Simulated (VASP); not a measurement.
# CoSi2 (Fm-3m) in VASP: a series of runs, part 2 of 2

VASP 6.6.1.

## 5. Single point, PBE, collinear spin, ferromagnetic start

This run uses another cell than the first one, of 13.86 Å³/atom, 1.039 times its volume.

File INCAR:

```
SYSTEM = CoSi2
PREC = Accurate ; ENCUT = 520
EDIFF = 1E-6 ; ISMEAR = 0
SIGMA = 0.15 ; LREAL = .FALSE.
LASPH = .TRUE. ; NELM = 150
ALGO = Normal ; ISIF = 2
LWAVE = .FALSE. ; LCHARG = .FALSE.
ISPIN = 2 ; MAGMOM = 1.65 0 0
LORBIT = 11 ; NUPDOWN = 1.65
LMAXMIX = 4 ; GGA = PE
NBANDS = 20
```

File KPOINTS:

```
Automatic mesh
0
G
  14 14 14
  0 0 0
```

File POSCAR:

```
CoSi2
1.0
    0.0000000000      2.7498291905      2.7498291905
    2.7498291905      0.0000000000      2.7498291905
    2.7498291905      2.7498291905      0.0000000000
Co Si
1 2
Direct
    0.0000000000      0.0000000000      0.0000000000
    0.2500000000      0.2500000000      0.2500000000
    0.7500000000      0.7500000000      0.7500000000
```

Potentials or basis: VASP PAW PBE potentials, release 64 (Co, Si).

Launch:

```
cat potpaw_PBE.64/Co/POTCAR potpaw_PBE.64/Si/POTCAR > POTCAR
mpirun -np 1 vasp_std > vasp.out
```

OUTCAR:

```text
SYSTEM = CoSi2
   PREC = Accurate
   ENCUT = 520
   EDIFF = 1E-6
   ISMEAR = 0
   LREAL = .FALSE.
   LASPH = .TRUE.
   NELM = 150
   ISIF = 2
   ISPIN = 2
   LORBIT = 11
   NUPDOWN = 1.65
   GGA = PE

 ion  position               nearest neighbor table
   1  0.000  0.000  0.000-   3 2.38   3 2.38   3 2.38   2 2.38   3 2.38   2 2.38   2 2.38   2 2.38

   2  0.250  0.250  0.250-   1 2.38   1 2.38   1 2.38   1 2.38   3 2.75   3 2.75   3 2.75   3 2.75
                             3 2.75   3 2.75
   3  0.750  0.750  0.750-   1 2.38   1 2.38   1 2.38   1 2.38   2 2.75   2 2.75   2 2.75   2 2.75
                             2 2.75   2 2.75

  LATTYP: Found a face centered cubic cell.
 ALAT       =     5.4996583810

  Lattice vectors:

 A1 = (   0.0000000000,   2.7498291905,   2.7498291905)
 A2 = (   2.7498291905,   0.0000000000,   2.7498291905)
 A3 = (   2.7498291905,   2.7498291905,   0.0000000000)

Analysis of symmetry for initial positions (statically):
=====================================================================
 Subroutine PRICEL returns:
 Original cell was already a primitive cell.

 Routine SETGRP: Setting up the symmetry group for a
 face centered cubic supercell.

 Subroutine GETGRP returns: Found 48 space group operations
 (whereof 48 operations were pure point group operations)
 out of a pool of 48 trial point group operations.

The static configuration has the point symmetry O_h .

Analysis of symmetry for dynamics (positions and initial velocities):
=====================================================================
 Subroutine PRICEL returns:
 Original cell was already a primitive cell.

 Routine SETGRP: Setting up the symmetry group for a
 face centered cubic supercell.

 Subroutine GETGRP returns: Found 48 space group operations
 (whereof 48 operations were pure point group operations)
 out of a pool of 48 trial point group operations.

The dynamic configuration has the point symmetry O_h .

Analysis of structural, dynamic, and magnetic symmetry:
=====================================================================
 Subroutine PRICEL returns:
 Original cell was already a primitive cell.

 Routine SETGRP: Setting up the symmetry group for a
 face centered cubic supercell.

 Subroutine GETGRP returns: Found 48 space group operations
 (whereof 48 operations were pure point group operations)
 out of a pool of 48 trial point group operations.

The overall configuration has the point symmetry O_h .

 Subroutine INISYM returns: Found 48 space group operations
 (whereof 48 operations are pure point group operations),
 and found     1 'primitive' translations

----------------------------------------------------------------------------------------

                                     Primitive cell

  volume of cell :      41.5860

  direct lattice vectors                    reciprocal lattice vectors
     0.000000000  2.749829190  2.749829190    -0.181829476  0.181829476  0.181829476
     2.749829190  0.000000000  2.749829190     0.181829476 -0.181829476  0.181829476
     2.749829190  2.749829190  0.000000000     0.181829476  0.181829476 -0.181829476

  length of vectors
     3.888845735  3.888845735  3.888845735     0.314937890  0.314937890  0.314937890

  position of ions in fractional coordinates (direct lattice)
     0.000000000  0.000000000  0.000000000
     0.250000000  0.250000000  0.250000000
[... 77 lines left out ...]
   ENCUT  =  520.0 eV  38.22 Ry    6.18 a.u.   7.23  7.23  7.23*2*pi/ulx,y,z
   NELM   =    150;   NELMIN=  2; NELMDL= -5     # of ELM steps
   EDIFF  = 0.1E-05   stopping-criterion for ELM
   LREAL  =      F    real-space projection
   EDIFFG = 0.1E-04   stopping-criterion for IOM
   NSW    =      0    number of steps for IOM
   IBRION =     -1    ionic relax: 0-MD 1-quasi-New 2-CG
   NFREE  =      0    steps in history (QN), initial steepest desc. (CG)
   ISIF   =      2    stress and relaxation
   ISYM   =      2    0-nonsym 1-usesym 2-fastsym
   POTIM  = 0.5000    time-step for ionic-motion
   TEBEG  =    0.0;   TEEND  =   0.0 temperature during run
   PSTRESS=    0.0 pullay stress
   NELECT =      17.0000    total number of electrons
   NUPDOWN=       1.6500    fix difference up-down
   EMIN   =  10.00;   EMAX   =-10.00  energy-range for DOS
   EFERMI =   0.00;   METHOD = LEGACY
   ISMEAR =     0;   SIGMA  =   0.15  broadening in eV -4-tet -1-fermi 0-gaus
   EFERMI_NEDOS =   21; number of points for ismear=-14 and -15
   IALGO  =     38    algorithm
   IMIX   =      4    mixing-type and parameters
     AMIX     =   0.40;   BMIX     =  1.00
     AMIX_MAG =   1.60;   BMIX_MAG =  1.00
  volume/ion in A,a.u.               =      13.86        93.55
  Fermi-wavevector in a.u.,A,eV,Ry     =   1.214998  2.296013 20.085181  1.476219
  Thomas-Fermi vector in A             =   2.350399
   LORBIT       =     11    0 simple, 1 ext, 2 COOP (PROOUT), +10 PAW based schemes
   GGA     = PE    functional components
   LHFCALC =     F    Hartree Fock is set to
   AEXX    =    0.0000 exact exchange contribution
   IVDW    =     0    specifies the selected vdW correction
   LEPSILON=     F    determine dielectric tensor
   LRPA    =     F    only Hartree local field effects (RPA)
 spin polarized calculation
 Gauss-broadening in eV      SIGMA  =   0.15
  energy-cutoff  :      520.00
  volume of cell :       41.59
 maximum number of plane-waves:      1139
 NGX is ok and might be reduce to    30
   NGX = 15   NGY = 15   NGZ = 15

 number of electron      16.9999994 magnetization       1.6499999

 Free energy of the ion-electron system (eV)
  ---------------------------------------------------
  ext. energy  EPLUGINS =         0.00000000
  ---------------------------------------------------
  free energy    TOTEN  =       -18.23016876 eV

  energy without entropy =      -18.20589008  energy(sigma->0) =      -18.21802942

 E-fermi :   8.5751     XC(G=0): -11.3851

 val. band max:       10.5667709942   @ k =  -0.3571   0.2857   0.0000
 cond. band min:       8.5814833875   @ k =  -0.4286   0.4286   0.1429
 fundamental gap:     -1.9852876067
 Fermi energy:        10.5938075200

 spin component 1

 k-point     1 :       0.0000    0.0000    0.0000
  band No.  band energies     occupation
      1      -3.5985      1.00000
      2       4.9317      1.00000
      3       4.9317      1.00000
      4       4.9317      1.00000
      5       6.7690      1.00000
      6       6.7690      1.00000
[... 541 lines left out ...]
     19      22.9707      0.00000
     20      24.8593      0.00000

 [... further k-points ...]

 spin component 2

 k-point     1 :       0.0000    0.0000    0.0000
  band No.  band energies     occupation
      1      -3.2909      1.00000
      2       5.5601      1.00000
      3       5.5601      1.00000
      4       5.5601      1.00000
      5       7.6957      1.00000
      6       7.6957      1.00000
[... 541 lines left out ...]
     19      23.2435      0.00000
     20      25.2230      0.00000

 [... further k-points ...]

------------------------ aborting loop because EDIFF is reached ----------------------------------------

  FORCE on cell =-STRESS in cart. coord.  units (eV):
  Direction    XX          YY          ZZ          XY          YZ          ZX
  --------------------------------------------------------------------------------------
  -------------------------------------------------------------------------------------
  Total       -0.5312511     -0.5312511     -0.5312511     -0.0000000      0.0000000     -0.0000000
  in kB      -20.4674295    -20.4674295    -20.4674295     -0.0000000      0.0000000     -0.0000000
  external PRESSURE =     -20.4674295 kB  Pullay stress =       0.0000000 kB

 VOLUME and BASIS-vectors are now :
 -----------------------------------------------------------------------------
  energy-cutoff  :      520.00
  volume of cell :       41.59
      direct lattice vectors                 reciprocal lattice vectors
     0.000000000  2.749829190  2.749829190    -0.181829476  0.181829476  0.181829476
     2.749829190  0.000000000  2.749829190     0.181829476 -0.181829476  0.181829476
     2.749829190  2.749829190  0.000000000     0.181829476  0.181829476 -0.181829476

 POSITION                                       TOTAL-FORCE (eV/Angst)
 -----------------------------------------------------------------------------------
      0.00000      0.00000      0.00000         0.000000      0.000000      0.000000
      1.37491      1.37491      1.37491        -0.000000     -0.000000     -0.000000
      4.12474      4.12474      4.12474         0.000000      0.000000      0.000000
 -----------------------------------------------------------------------------------
    total drift:                                0.000000     -0.000000     -0.000000

  FREE ENERGIE OF THE ION-ELECTRON SYSTEM (eV)
  ---------------------------------------------------
  free  energy   TOTEN  =       -18.2301687570 eV

  energy  without entropy=      -18.2058900848  energy(sigma->0) =      -18.21802942

 total charge

# of ion       s       p       d       tot
------------------------------------------
    1        0.504   0.625   7.476   8.604
    2        0.761   0.813   0.000   1.574
    3        0.761   0.813   0.000   1.574
--------------------------------------------------
tot          2.027   2.250   7.476  11.752

 magnetization (x)

# of ion       s       p       d       tot
------------------------------------------
    1        0.013   0.125   0.946   1.084
    2        0.050   0.072   0.000   0.122
    3        0.050   0.072   0.000   0.122
--------------------------------------------------
tot          0.113   0.270   0.946   1.328
```

stdout:

```text
POSCAR found type information on POSCAR CoSi
 POSCAR found :  2 types and       3 ions
 scaLAPACK will be used
 LDA part: xc-table for (Slater+PW92), standard interpolation
 POSCAR, INCAR and KPOINTS ok, starting setup
 FFT: planning ... GRIDC
 FFT: planning ... GRID_SOFT
 FFT: planning ... GRID
 WAVECAR not read
 entering main loop
```

Wall time 78 s (1 thread of Intel Xeon 6975P-C (Granite Rapids), shared host); peak memory 0.27 GiB.

What came out:

```yaml
Free_energy: -18.2302 eV
Pressure: -2.0 GPa
Net_moment: 1.65 μB per cell
Site_moments: Co +1.08; Si +0.12 μB
Valence_electrons_inside_the_program's_atomic_spheres: Co 8.60; Si 1.57
```

Caveat: the total moment is fixed, so each spin has its own Fermi level.

## 6. Single point, PBE, collinear spin, ferromagnetic start

This run uses another cell than the first one, of 14.37 Å³/atom, 1.077 times its volume.

File INCAR:

```
SYSTEM = CoSi2
PREC = Accurate
ENCUT = 520
EDIFF = 1E-7
ISMEAR = 0
SIGMA = 0.15
LREAL = .False.
LASPH = .True.
NELM = 150
ALGO = Normal
ISIF = 2
LWAVE = .False.
LCHARG = .False.
ISPIN = 2
MAGMOM = 0.825 0 0
LORBIT = 11
NUPDOWN = 0.825
LMAXMIX = 4
GGA = PE
NBANDS = 20
```

File KPOINTS:

```
Automatic mesh
0
Gamma
  14 14 14
  0 0 0
```

File POSCAR:

```
CoSi2
1.0
    0.0000000000      2.7833407038      2.7833407038
    2.7833407038      0.0000000000      2.7833407038
    2.7833407038      2.7833407038      0.0000000000
Co Si
1 2
Direct
    0.0000000000      0.0000000000      0.0000000000
    0.2500000000      0.2500000000      0.2500000000
    0.7500000000      0.7500000000      0.7500000000
```

Potentials or basis: VASP PAW PBE potentials, release 64 (Co, Si).

Launch:

```
cat potpaw_PBE.64/Co/POTCAR potpaw_PBE.64/Si/POTCAR > POTCAR
mpirun -np 1 vasp_std > vasp.out
```

OUTCAR:

```text
SYSTEM = CoSi2
   PREC = Accurate
   ENCUT = 520
   EDIFF = 1E-7
   ISMEAR = 0
   LREAL = .False.
   LASPH = .True.
   NELM = 150
   ISIF = 2
   ISPIN = 2
   LORBIT = 11
   NUPDOWN = 0.825
   GGA = PE

 ion  position               nearest neighbor table
   1  0.000  0.000  0.000-   3 2.41   3 2.41   3 2.41   2 2.41   3 2.41   2 2.41   2 2.41   2 2.41

   2  0.250  0.250  0.250-   1 2.41   1 2.41   1 2.41   1 2.41   3 2.78   3 2.78   3 2.78   3 2.78
                             3 2.78   3 2.78
   3  0.750  0.750  0.750-   1 2.41   1 2.41   1 2.41   1 2.41   2 2.78   2 2.78   2 2.78   2 2.78
                             2 2.78   2 2.78

[... 1331 lines left out ...]
  energy-cutoff  :      520.00
  volume of cell :       43.12
      direct lattice vectors                 reciprocal lattice vectors
     0.000000000  2.783340704  2.783340704    -0.179640243  0.179640243  0.179640243
     2.783340704  0.000000000  2.783340704     0.179640243 -0.179640243  0.179640243
     2.783340704  2.783340704  0.000000000     0.179640243  0.179640243 -0.179640243

 POSITION                                       TOTAL-FORCE (eV/Angst)
 -----------------------------------------------------------------------------------
      0.00000      0.00000      0.00000         0.000000      0.000000     -0.000000
      1.39167      1.39167      1.39167        -0.000000     -0.000000     -0.000000
      4.17501      4.17501      4.17501         0.000000      0.000000      0.000000
 -----------------------------------------------------------------------------------
    total drift:                                0.000000     -0.000000     -0.000000

  FREE ENERGIE OF THE ION-ELECTRON SYSTEM (eV)
  ---------------------------------------------------
  free  energy   TOTEN  =       -18.8264090776 eV

  energy  without entropy=      -18.8058033971  energy(sigma->0) =      -18.81610624

 total charge

# of ion       s       p       d       tot
------------------------------------------
    1        0.485   0.596   7.469   8.550
    2        0.738   0.798   0.000   1.536
    3        0.738   0.798   0.000   1.536
--------------------------------------------------
tot          1.960   2.192   7.469  11.622

 magnetization (x)

# of ion       s       p       d       tot
------------------------------------------
    1        0.008   0.074   0.448   0.530
    2        0.018   0.041   0.000   0.059
    3        0.018   0.041   0.000   0.059
--------------------------------------------------
tot          0.044   0.156   0.448   0.648
```

It took 2.5 min on 1 thread of Intel Xeon 6975P-C, shared host; peak memory 0.28 GiB.

What came out:

```yaml
Free_energy: -18.8264 eV
Pressure: -13.1 GPa
Net_moment: 0.82 μB per cell
Site_moments: Co +0.53; Si +0.06 μB
Valence_electrons_inside_the_program's_atomic_spheres: Co 8.55; Si 1.54
```

Caveat: the total moment is fixed, so each spin has its own Fermi level.

## 7. The runs side by side

| fixed moment (μB) | cell | pressure (GPa) | moment (μB) |
| --- | --- | --- | --- |
| 1.925 | a = 3.840 Å, angles 60.0°, 3 atoms | 6.3 | 1.93 |
| 1.1 | a = 3.889 Å, angles 60.0°, 3 atoms | -6.8 | 1.10 |
| 0.55 | a = 3.889 Å, angles 60.0°, 3 atoms | -10.3 | 0.55 |
| 1.65 | a = 3.889 Å, angles 60.0°, 3 atoms | -2.0 | 1.65 |
| 0.825 | a = 3.936 Å, angles 60.0°, 3 atoms | -13.1 | 0.82 |

Alike in all rows: task single point; level PBE; potentials or basis VASP PAW PBE potentials, release 64 (Co, Si); spin collinear, ferromagnetic start; k mesh 14 × 14 × 14; cutoff (eV) 520; smearing gaussian 0.15 eV.

Caveats: the total moment is fixed, so each spin has its own Fermi level.

Total energies depend on the potentials used, so only differences within one code and one set of settings carry meaning.
